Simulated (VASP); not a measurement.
# Nb (Im-3m) in VASP: a series of runs

Aim: see how the results for Nb move with the level of theory and the settings. Levels: r2SCAN, r2SCAN+U. Tasks: single point.

Everything below comes from runs of VASP 6.6.1. Logs are shortened: lines on timing, memory, paths and dates and some standing lists are left out, and cuts for length are marked.

## 1. The cell of the first run

It takes space group Im-3m (No. 229, cubic). The conventional cell has a = 3.244 Å, b = 3.244 Å, c = 3.244 Å, α = 90.00°, β = 90.00°, γ = 90.00°. Within 3.7 Å of Nb (site symmetry m-3m) lie 14 Nb at 2.81 to 3.24 Å.

## 2. Single point, r2SCAN

POSCAR

```
Nb
1.0
   -1.6220660000      1.6220660000      1.6220660000
    1.6220660000     -1.6220660000      1.6220660000
    1.6220660000      1.6220660000     -1.6220660000
Nb
1
Direct
    0.0000000000      0.0000000000      0.0000000000
```

INCAR.step1

```
SYSTEM = Nb
  ALGO = Normal
  EDIFF = 1E-4
  ENCUT = 520
  GGA = PE
  ISMEAR = 1
  LASPH = .TRUE.
  LCHARG = .FALSE.
  LREAL = .FALSE.
  LWAVE = .TRUE.
  NBANDS = 12
  NELM = 60
  PREC = Accurate
  SIGMA = 0.025
```

INCAR.step2

```
SYSTEM = Nb
  ALGO = Normal
  EDIFF = 1E-6
  ENCUT = 520
  ISIF = 2
  ISMEAR = 1
  ISTART = 1
  LASPH = .TRUE.
  LCHARG = .TRUE.
  LELF = .TRUE.
  LMIXTAU = .TRUE.
  LREAL = .FALSE.
  LVHAR = .TRUE.
  LWAVE = .FALSE.
  METAGGA = R2SCAN
  NBANDS = 12
  NELM = 60
  PREC = Accurate
  SIGMA = 0.025
```

KPOINTS

```
k-points
0
G
  8 8 8
  0 0 0
```

Potentials or basis: VASP PAW PBE potentials, release 64 (Nb_sv).

The run is started by

```
$ cat potpaw_PBE.64/Nb_sv/POTCAR > POTCAR
$ cp INCAR.step1 INCAR
$ mpirun -np 1 vasp_std > vasp.out
$ cp INCAR.step2 INCAR
$ mpirun -np 1 vasp_std > vasp.out
```

OUTCAR:

```text
SYSTEM = Nb
   EDIFF = 1E-6
   ENCUT = 520
   ISIF = 2
   ISMEAR = 1
   ISTART = 1
   LASPH = .TRUE.
   LREAL = .FALSE.
   METAGGA = R2SCAN
   NELM = 60
   PREC = Accurate

 ion  position               nearest neighbor table
   1  0.000  0.000  0.000-

  LATTYP: Found a body centered cubic cell.
 ALAT       =     3.2441320000

  Lattice vectors:

 A1 = (  -1.6220660000,   1.6220660000,   1.6220660000)
 A2 = (   1.6220660000,  -1.6220660000,   1.6220660000)
 A3 = (   1.6220660000,   1.6220660000,  -1.6220660000)

Analysis of symmetry for initial positions (statically):
=====================================================================
 Subroutine PRICEL returns:
 Original cell was already a primitive cell.

 Routine SETGRP: Setting up the symmetry group for a
 body centered cubic supercell.

 Subroutine GETGRP returns: Found 48 space group operations
 (whereof 48 operations were pure point group operations)
 out of a pool of 48 trial point group operations.

The static configuration has the point symmetry O_h .

Analysis of symmetry for dynamics (positions and initial velocities):
=====================================================================
 Subroutine PRICEL returns:
 Original cell was already a primitive cell.

 Routine SETGRP: Setting up the symmetry group for a
 body centered cubic supercell.

 Subroutine GETGRP returns: Found 48 space group operations
 (whereof 48 operations were pure point group operations)
 out of a pool of 48 trial point group operations.

The dynamic configuration has the point symmetry O_h .

 Subroutine INISYM returns: Found 48 space group operations
 (whereof 48 operations are pure point group operations),
 and found     1 'primitive' translations

----------------------------------------------------------------------------------------

                                     Primitive cell

  volume of cell :      17.0713

  direct lattice vectors                    reciprocal lattice vectors
    -1.622066000  1.622066000  1.622066000     0.000000000  0.308248863  0.308248863
     1.622066000 -1.622066000  1.622066000     0.308248863  0.000000000  0.308248863
     1.622066000  1.622066000 -1.622066000     0.308248863  0.308248863  0.000000000

  length of vectors
     2.809500725  2.809500725  2.809500725     0.435929722  0.435929722  0.435929722

  position of ions in fractional coordinates (direct lattice)
     0.000000000  0.000000000  0.000000000

  ion indices of the primitive-cell ions
   primitive index   ion index
                 1           1

----------------------------------------------------------------------------------------

 KPOINTS: k-points

Automatic generation of k-mesh.
 Grid dimensions read from file:
 generate k-points for:    8    8    8

 Generating k-lattice:

  Cartesian coordinates                     Fractional coordinates (reciprocal lattice)
     0.000000000  0.038531108  0.038531108     0.125000000  0.000000000  0.000000000
     0.038531108  0.000000000  0.038531108     0.000000000  0.125000000  0.000000000
     0.038531108  0.038531108  0.000000000     0.000000000  0.000000000  0.125000000

  Length of vectors
     0.054491215  0.054491215  0.054491215

  Shift w.r.t. Gamma in fractional coordinates (k-lattice)
     0.000000000  0.000000000  0.000000000

 Subroutine IBZKPT returns following result:
 ===========================================

 Found     29 irreducible k-points:

 Following reciprocal coordinates:
            Coordinates               Weight
  0.000000  0.000000  0.000000      1.000000
  0.125000  0.000000  0.000000     12.000000
  0.250000  0.000000  0.000000     12.000000
  0.375000  0.000000  0.000000     12.000000
  0.500000  0.000000  0.000000      6.000000
  0.125000  0.125000  0.000000     24.000000
[... 16 lines left out ...]
 -0.250000  0.250000  0.250000      6.000000
 -0.375000  0.375000  0.250000     24.000000
 [... further k-points ...]
   k-points           NKPTS =     29   k-points in BZ     NKDIM =     29   number of bands    NBANDS=     12
   number of dos      NEDOS =    301   number of ions     NIONS =      1
   total plane-waves  NPLWV =  13824
   dimension x,y,z NGX =    24 NGY =   24 NGZ =   24
   dimension x,y,z NGXF=    48 NGYF=   48 NGZF=   48
   ions per type =               1
   NGX,Y,Z   is equivalent  to a cutoff of  14.20, 14.20, 14.20 a.u.
   NGXF,Y,Z  is equivalent  to a cutoff of  28.40, 28.40, 28.40 a.u.
 SYSTEM =  Nb
   PREC   = accura    normal or accurate (medium, high low for compatibility)
   ISTART =      1    job   : 0-new  1-cont  2-samecut
   ICHARG =      0    charge: 1-file 2-atom 10-const
   ISPIN  =      1    spin polarized calculation?
   LNONCOLLINEAR =      F non collinear calculations
   LSORBIT =      F    spin-orbit coupling
   LASPH  =      T    aspherical Exc in radial PAW
   ENCUT  =  520.0 eV  38.22 Ry    6.18 a.u.   5.22  5.22  5.22*2*pi/ulx,y,z
   NELM   =     60;   NELMIN=  2; NELMDL=  0     # of ELM steps
   EDIFF  = 0.1E-05   stopping-criterion for ELM
   LREAL  =      F    real-space projection
   EDIFFG = 0.1E-04   stopping-criterion for IOM
   NSW    =      0    number of steps for IOM
   IBRION =     -1    ionic relax: 0-MD 1-quasi-New 2-CG
   NFREE  =      0    steps in history (QN), initial steepest desc. (CG)
   ISIF   =      2    stress and relaxation
   ISYM   =      2    0-nonsym 1-usesym 2-fastsym
   POTIM  = 0.5000    time-step for ionic-motion
   TEBEG  =    0.0;   TEEND  =   0.0 temperature during run
   PSTRESS=    0.0 pullay stress
   NELECT =      13.0000    total number of electrons
   NUPDOWN=      -1.0000    fix difference up-down
   EMIN   =  10.00;   EMAX   =-10.00  energy-range for DOS
   EFERMI =   0.00;   METHOD = LEGACY
   ISMEAR =     1;   SIGMA  =   0.03  broadening in eV -4-tet -1-fermi 0-gaus
   EFERMI_NEDOS =   21; number of points for ismear=-14 and -15
   IALGO  =     38    algorithm
   IMIX   =      4    mixing-type and parameters
     AMIX     =   0.40;   BMIX     =  1.00
     AMIX_MAG =   1.60;   BMIX_MAG =  1.00
  volume/ion in A,a.u.               =      17.07       115.20
  Fermi-wavevector in a.u.,A,eV,Ry     =   1.494976  2.825094 30.408368  2.234952
  Thomas-Fermi vector in A             =   2.607180
   LORBIT       =      0    0 simple, 1 ext, 2 COOP (PROOUT), +10 PAW based schemes
   METAGGA = R2SCAN    functional components
   LHFCALC =     F    Hartree Fock is set to
   AEXX    =    0.0000 exact exchange contribution
   IVDW    =     0    specifies the selected vdW correction
   LEPSILON=     F    determine dielectric tensor
   LRPA    =     F    only Hartree local field effects (RPA)
 non-spin polarized calculation
 Methfessel and Paxton  Order N= 1 SIGMA  =   0.03
  energy-cutoff  :      520.00
  volume of cell :       17.07
 maximum number of plane-waves:       471
 NGX is ok and might be reduce to    24
   NGX = 11   NGY = 11   NGZ = 11

 number of electron      13.0000001 magnetization

 Free energy of the ion-electron system (eV)
  ---------------------------------------------------
  ext. energy  EPLUGINS =         0.00000000
  ---------------------------------------------------
  free energy    TOTEN  =       -24.84020971 eV

  energy without entropy =      -24.84007024  energy(sigma->0) =      -24.84016322

 E-fermi :  11.7005     XC(G=0): -13.9458

 val. band max:       11.6950833782   @ k =   0.3750   0.2500   0.0000
 cond. band min:      11.7820476452   @ k =   0.2500   0.0000   0.0000
 fundamental gap:      0.0869642670
 Fermi energy:        11.7004828742

 k-point     1 :       0.0000    0.0000    0.0000
  band No.  band energies     occupation
      1     -44.2212      2.00000
      2     -18.6261      2.00000
      3     -18.6261      2.00000
      4     -18.6261      2.00000
      5       5.5341      2.00000
      6      12.3176      0.00000
      7      12.3176      0.00000
      8      12.3176      0.00000
      9      15.6082      0.00000
     10      15.6082      0.00000
     11      26.9252      0.00000
     12      26.9252      0.00000

 k-point     2 :       0.1250    0.0000    0.0000
  band No.  band energies     occupation
      1     -44.1738      2.00000
      2     -18.8950      2.00000
      3     -18.7060      2.00000
      4     -18.6288      2.00000
      5       6.2228      2.00000
      6      11.8912     -0.00000
      7      12.1599     -0.00000
      8      12.9977      0.00000
      9      15.0761      0.00000
     10      15.6123      0.00000
     11      27.4375      0.00000
     12      28.1385      0.00000

 k-point     3 :       0.2500    0.0000    0.0000
  band No.  band energies     occupation
      1     -44.0577      2.00000
      2     -19.5137      2.00000
      3     -18.8946      2.00000
      4     -18.6356      2.00000
      5       7.6366      2.00000
      6      11.0146      2.00000
      7      11.7820     -0.00004
      8      14.8963      0.00000
      9      15.0147      0.00000
     10      15.7652      0.00000
     11      27.2257      0.00000
     12      29.2298      0.00000
[... 286 lines left out ...]
 k-point    23 :      -0.2500    0.2500    0.2500
  band No.  band energies     occupation
      1     -43.9191      2.00000
      2     -19.5516      2.00000
      3     -19.1897      2.00000
      4     -19.1897      2.00000
      5       9.2427      2.00000
      6      10.6130      2.00000
      7      12.9541      0.00000
      8      12.9541      0.00000
      9      14.6878      0.00000
     10      17.3314      0.00000
     11      27.7335      0.00000
     12      31.4577      0.00000

 k-point    24 :      -0.3750    0.3750    0.2500
  band No.  band energies     occupation
      1     -43.8189      2.00000
      2     -19.8861      2.00000
      3     -19.3896      2.00000
      4     -19.2447      2.00000
      5       9.2216      2.00000
      6       9.7989      2.00000
      7      12.9487      0.00000
      8      13.8006      0.00000
      9      16.8673      0.00000
     10      18.5278      0.00000
     11      27.0889      0.00000
     12      29.1523      0.00000

 [... further k-points ...]

------------------------ aborting loop because EDIFF is reached ----------------------------------------

  FORCE on cell =-STRESS in cart. coord.  units (eV):
  Direction    XX          YY          ZZ          XY          YZ          ZX
  --------------------------------------------------------------------------------------
  -------------------------------------------------------------------------------------
  Total        1.1719926      1.1719926      1.1719926      0.0000000      0.0000000      0.0000000
  in kB      109.9942251    109.9942251    109.9942251      0.0000000      0.0000000      0.0000000
  external PRESSURE =     109.9942251 kB  Pullay stress =       0.0000000 kB

 VOLUME and BASIS-vectors are now :
 -----------------------------------------------------------------------------
  energy-cutoff  :      520.00
  volume of cell :       17.07
      direct lattice vectors                 reciprocal lattice vectors
    -1.622066000  1.622066000  1.622066000     0.000000000  0.308248863  0.308248863
     1.622066000 -1.622066000  1.622066000     0.308248863  0.000000000  0.308248863
     1.622066000  1.622066000 -1.622066000     0.308248863  0.308248863  0.000000000

 POSITION                                       TOTAL-FORCE (eV/Angst)
 -----------------------------------------------------------------------------------
      0.00000      0.00000      0.00000        -0.000000     -0.000000      0.000000
 -----------------------------------------------------------------------------------
    total drift:                                0.000000      0.000000     -0.000000

  FREE ENERGIE OF THE ION-ELECTRON SYSTEM (eV)
  ---------------------------------------------------
  free  energy   TOTEN  =       -24.8402097090 eV

  energy  without entropy=      -24.8400702384  energy(sigma->0) =      -24.84016322
```

It took 15 s on 1 thread of Intel Xeon Platinum 8375C at 2.90GHz (Ice Lake), shared host; peak memory 0.14 GiB.

What came out:

```
Free energy : -24.8402 eV
Pressure    : 11.0 GPa
```

Levels at points of the mesh, in eV from the Fermi level:
```csv
k point,band 3,band 4,band 5,band 6,band 7,band 8,band 9,band 10
"(0.00, 0.00, 0.00)",-30.33,-30.33,-6.17,0.62,0.62,0.62,3.91,3.91
"(0.50, 0.00, 0.00)",-30.85,-30.35,-3.95,-1.69,2.76,3.97,4.74,7.30
"(0.50, 0.50, 0.50)",-31.47,-31.47,-4.04,-4.04,6.43,6.43,6.43,10.23
```

Caveat: the PAW data sets were made with another functional, which shifts forces and pressure a little.

## 3. Single point, r2SCAN+U

POSCAR is that of step 2.

INCAR.step1

```
SYSTEM = Nb
ALGO = Normal
EDIFF = 1E-4
ENCUT = 520
GGA = PE
ISMEAR = -1
LASPH = .TRUE.
LCHARG = .FALSE.
LDAU = .TRUE.
LDAUJ = 0
LDAUL = 2
LDAUTYPE = 2
LDAUU = 1
LMAXMIX = 4
LREAL = .FALSE.
LWAVE = .TRUE.
NBANDS = 12
NELM = 150
PREC = Accurate
SIGMA = 0.1069
```

INCAR.step2

```
SYSTEM = Nb
ALGO = Normal
EDIFF = 1E-7
ENCUT = 520
ISIF = 2
ISMEAR = -1
ISTART = 1
LASPH = .TRUE.
LCHARG = .TRUE.
LDAU = .TRUE.
LDAUJ = 0
LDAUL = 2
LDAUPRINT = 1
LDAUTYPE = 2
LDAUU = 1
LELF = .TRUE.
LMAXMIX = 4
LMIXTAU = .TRUE.
LREAL = .FALSE.
LVHAR = .TRUE.
LWAVE = .FALSE.
METAGGA = R2SCAN
NBANDS = 12
NELM = 150
PREC = Accurate
SIGMA = 0.1069
```

KPOINTS is that of step 2.

Potentials or basis: VASP PAW PBE potentials, release 64 (Nb_sv).

The run is started by

```
$ cat potpaw_PBE.64/Nb_sv/POTCAR > POTCAR
$ cp INCAR.step1 INCAR
$ mpirun -np 1 vasp_std > vasp.out
$ cp INCAR.step2 INCAR
$ mpirun -np 1 vasp_std > vasp.out
```

Run time: 20 s. Hardware: 1 thread of Intel Xeon Platinum 8375C at 2.90GHz (Ice Lake), shared host; peak memory 0.14 GiB.

Results (log left out):

| Item | Value |
| --- | --- |
| Free energy | -23.9219 eV |
| Pressure | 14.3 GPa |

Levels at points of the mesh, in eV from the Fermi level:
```tsv
k point	band 3	band 4	band 5	band 6	band 7	band 8	band 9	band 10
(0.00, 0.00, 0.00)	-30.60	-30.60	-6.43	0.54	0.54	0.54	3.90	3.90
(0.50, 0.00, 0.00)	-31.12	-30.62	-4.08	-1.79	2.50	3.94	4.75	7.24
(0.50, 0.50, 0.50)	-31.74	-31.74	-4.12	-4.12	6.37	6.37	6.37	9.97
```

Eigenvalues of the final occupation matrices:
```
    site  spin  trace               eigenvalues
site 1 d     1   1.25  0.21 0.21 0.28 0.28 0.28
site 1 d     2   1.25  0.21 0.21 0.28 0.28 0.28
```

Caveat: the PAW data sets were made with another functional, which shifts forces and pressure a little; U without spin polarisation on a metal has little footing; the U is typed as a test and isn't derived for this compound.

## 4. Single point, r2SCAN

POSCAR is that of step 3.

INCAR.step1

```
SYSTEM = Nb
PREC = Accurate
ENCUT = 520
ISMEAR = -1
SIGMA = 0.1069
LREAL = .False.
LASPH = .True.
NELM = 100
NBANDS = 12
GGA = PE
ALGO = Normal
EDIFF = 1E-4
LWAVE = .True.
LCHARG = .False.
```

INCAR.step2

```
SYSTEM = Nb
PREC = Accurate
ENCUT = 520
EDIFF = 1E-6
ISMEAR = -1
SIGMA = 0.1069
LREAL = .False.
LASPH = .True.
NELM = 100
ALGO = Normal
ISIF = 2
LWAVE = .False.
LCHARG = .False.
METAGGA = R2SCAN
LMIXTAU = .True.
NBANDS = 12
ISTART = 1
```

KPOINTS

```
regular mesh
0
Gamma
  14 14 14
  0 0 0
```

The run is started by

```
$ cat potpaw_PBE.64/Nb_sv/POTCAR > POTCAR
$ cp INCAR.step1 INCAR
$ mpirun -np 1 vasp_std > vasp.out
$ cp INCAR.step2 INCAR
$ mpirun -np 1 vasp_std > vasp.out
```

It took 48 s on 1 thread of AMD EPYC 9R45 (Zen 5), shared host; peak memory 0.12 GiB.

Results (log left out):

* Free energy: -24.8359 eV
* Pressure: 10.7 GPa

Levels at points of the mesh, in eV from the Fermi level:
| k point | band 2 | band 3 | band 4 | band 5 | band 6 | band 7 | band 8 | band 9 | band 10 | band 11 |
| --- | --- | --- | --- | --- | --- | --- | --- | --- | --- | --- |
| (0.00, 0.00, 0.00) | -30.53 | -30.53 | -30.53 | -6.40 | 0.39 | 0.39 | 0.39 | 3.69 | 3.69 | 14.99 |
| (0.50, 0.00, 0.00) | -32.24 | -31.06 | -30.55 | -4.18 | -1.92 | 2.52 | 3.75 | 4.52 | 7.08 | 12.30 |
| (0.50, 0.50, 0.50) | -31.68 | -31.68 | -31.68 | -4.27 | -4.27 | 6.21 | 6.21 | 6.21 | 10.00 | 10.00 |

Caveat: the PAW data sets were made with another functional, which shifts forces and pressure a little.

## 5. Overview

```csv
level,U,k mesh,smearing,gap on the mesh (eV),pressure (GPa)
r2SCAN,-,8 × 8 × 8,methfessel-paxton 0.025 eV,none,11.0
r2SCAN+U,Nb d U = 1.0 eV,8 × 8 × 8,fermi-dirac 0.1069 eV,none,14.3
r2SCAN,-,14 × 14 × 14,fermi-dirac 0.1069 eV,none,10.7
```

Alike in all rows: task single point; potentials or basis VASP PAW PBE potentials, release 64 (Nb_sv); no spin polarisation; cell as given; cutoff (eV) 520.

Every run on the cell as given and a fine mesh finds a metal. The pressure there spans 10.7 GPa (r2SCAN) to 14.3 GPa (r2SCAN+U); a positive pressure means that this level wants a larger cell, a negative one a smaller.

Caveats: the PAW data sets were made with another functional, which shifts forces and pressure a little; U without spin polarisation on a metal has little footing (some runs); the U is typed as a test and isn't derived for this compound (some runs).

Absolute energies hang on the potentials; compare differences alone.
